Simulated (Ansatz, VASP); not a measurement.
KCl in VASP and in Ansatz

```
CELL_PARAMETERS angstrom
0.00000 3.14647 3.14647
3.14647 0.00000 3.14647
3.14647 3.14647 0.00000
ATOMIC_POSITIONS crystal
K 0.00000 0.00000 0.00000
Cl 0.50000 0.50000 0.50000
```

Alike in both runs: task relaxation of cell and atoms; functional PBEsol; dispersion D3(BJ); k mesh 7 × 7 × 7; occupations fermi-dirac, width 0.05 eV; no spin polarisation.

|  | VASP | Ansatz |
| --- | --- | --- |
| version | VASP 6.6.1 | Ansatz 0.2.0 |
| potentials or method | VASP PAW PBE potentials, release 64 (K_sv, Cl) | Ansatz PAW |
| plane-wave cutoff (eV) | 600 | 420 |
| valence electrons in the cell | 16 | 16 |

Ansatz gave:

```
gap on the k mesh at the Fermi level, each at its own relaxed structure (eV) : 5.29
relaxed volume (Å³/atom)                                                     : 28.79
relaxed cell length with the largest relative difference (Å)                 : 4.334
```

Problem. What did VASP give for the same quantities?

Solution. gap on the k mesh at the Fermi level, each at its own relaxed structure (eV): 5.27; relaxed volume (Å³/atom): 28.91; relaxed cell length with the largest relative difference (Å): 4.341.

VASP's potentials were made for PBE, not for PBEsol.

Noted on Ansatz's run: odd divisions of the mesh miss points on the zone boundary, where band edges often lie, so the gap on the mesh can be too wide; the plane-wave basis is chosen anew once the cell has moved, so the energies of steps on either side of that aren't comparable.
